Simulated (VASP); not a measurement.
Write the native input for VASP 6.6.1 that does the following.

| Item | Value |
| --- | --- |
| Task | single point |
| Functional | PBE |
| Potentials or basis | VASP PAW PBE potentials, release 64 (Hf_pv, C) |
| Cutoff | 520 eV |
| k mesh | 4 × 5 × 1 |
| Occupations | gaussian, width 0.1 eV |
| Spin | no spin polarisation |
| Dipole correction | yes |
| Further INCAR settings | ALGO = Normal; EDIFF = 1e-07; NBANDS = 52 |

The structure of Hf8C lies in POSCAR:

```
Hf8C
1.0
    6.4096340743      0.0000000000      0.0000000000
    0.0000000000      5.0676933206      0.0000000000
    0.0000000000      0.0000000000     18.9500687204
Hf C
8 1
Direct
    0.0000000000      0.7500000000      0.2110810287
    0.5000000000      0.7500000000      0.2110810287
    0.2500000000      0.2500000000      0.2599014843
    0.7500000000      0.2500000000      0.2599014843
    0.2500000000      0.7500000000      0.3455348617
    0.7500000000      0.7500000000      0.3455348617
    0.0000000000      0.2500000000      0.3931420424
    0.5000000000      0.2500000000      0.3931420424
    0.1875000000      0.5000000000      0.4350199876
```

These files were run (other wordings do the same):

INCAR

```
SYSTEM = Hf8C
PREC     = Accurate       ! precision mode
ENCUT    = 520            ! plane-wave cutoff, eV
EDIFF    = 1E-7           ! SCF threshold, eV
ISMEAR   = 0              ! smearing method
SIGMA    = 0.1            ! smearing width, eV
LREAL    = .FALSE.        ! projectors in reciprocal space
LASPH    = .TRUE.         ! aspherical terms in the spheres
NELM     = 60             ! most SCF steps
ALGO     = Normal         ! electronic algorithm
ISIF     = 2              ! what is computed and relaxed
LWAVE    = .FALSE.        ! write WAVECAR
LCHARG   = .FALSE.        ! write CHGCAR
LDIPOL   = .TRUE.       
IDIPOL   = 3            
DIPOL    = 0.5 0.5 0.317
GGA      = PE             ! functional
NBANDS   = 52             ! bands
```

KPOINTS

```
regular mesh
0
G
  4 5 1
  0 0 0
```

Potentials or basis: VASP PAW PBE potentials, release 64 (Hf_pv, C).

Run with:

```bash
$ cat potpaw_PBE.64/Hf_pv/POTCAR potpaw_PBE.64/C/POTCAR > POTCAR
$ mpirun -np 1 vasp_std > vasp.out
```

Results of the run:

```json
{
 "Largest force": "2.991 eV/Å",
 "Band gap on the k mesh": "zero (bands 42 and 43 overlap by 0.26 eV)"
}
```

Caveat: spin-orbit coupling is left out, which moves the levels of the heavy elements.

Wall time 8.1 min on 1 thread of AMD EPYC 9R45 96-Core Processor (Zen 5), on a shared host, peak memory 0.7 GiB.
